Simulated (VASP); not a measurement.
The system is Zn.

```xyz
2
Lattice="0.0000 2.9862 2.9862 2.9862 0.0000 2.9862 2.9862 2.9862 0.0000" Properties=species:S:1:pos:R:3 pbc="T T T"
Zn    0.0000    0.0000    0.0000
Zn    1.4931    1.4931    1.4931
```

This isn't the form of Zn at room conditions, which is hcp.

* Program: VASP 6.6.1
* Task: relaxation of cell and atoms
* Functional: PBE
* Potentials or basis: VASP PAW PBE potentials, release 64 (Zn)
* Cutoff: 600 eV
* k mesh: 11 × 11 × 11
* Occupations: fermi-dirac, width 0.05 eV
* Spin: no spin polarisation

At the start: pressure -1.6 GPa; volume 26.63 Å³/atom.

Task: How do energy, volume and symmetry change on relaxing?

Result: Over 6 steps the energy falls by 10.5 meV/atom and the volume is 24.75 Å³/atom (-7.1 %); space group Fd-3m (No. 227, to 0.1 Å) before and after.

Step by step:
```
step  energy change (eV)  largest force (eV/Å)  pressure (GPa)  volume (Å³)
   1              0.0000                0.0000           -1.62        53.26
   2             -0.0160                0.0000           -0.84        51.22
   3             -0.0209                0.0000           -0.15        49.71
   4             -0.0210                0.0000            0.07        49.41
   5             -0.0210                0.0000           -0.06        49.50
   6             -0.0210                0.0000            0.02        49.50
```

Final structure:
```
Zn
1.0
     0.00000    2.91426    2.91426
     2.91426    0.00000    2.91426
     2.91426    2.91426    0.00000
Zn
2
Cartesian
  2.9143 5.8285 2.9143
  1.4571 1.4571 1.4571
```
